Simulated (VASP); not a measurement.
Be12Au, 13 atoms in the cell. The cell holds a slab with vacuum, 13 atoms: a = 4.580 Å, b = 4.580 Å, c = 15.588 Å, α = 90.00°, β = 90.00°, γ = 60.00°. 

| Item | Value |
| --- | --- |
| Program | VASP 6.6.1 |
| Task | single point |
| Functional | LDA |
| Potentials or basis | VASP PAW LDA potentials, release 64 (Be, Au) |
| Cutoff | 520 eV |
| k mesh | 6 × 6 × 1 |
| Occupations | gaussian, width 0.05 eV |
| Spin | no spin polarisation |
| Dipole correction | no |
| Further INCAR settings | ALGO = Normal; EDIFF = 1e-07; NBANDS = 30 |

Potentials or basis: VASP PAW LDA potentials, release 64 (Be, Au).

Run with:

```bash
$ cat potpaw_LDA.64/Be/POTCAR potpaw_LDA.64/Au/POTCAR > POTCAR
$ mpirun -np 1 vasp_std > vasp.out
```

Hardware: 1 thread of Intel Xeon 8259CL (shared host).

Task: How long does it take, and how much memory?

Result: Run time: 8.1 min on 1 thread of Intel Xeon 8259CL (shared host), peak memory 0.38 GiB. Counts: scf iterations 23, k points 20.
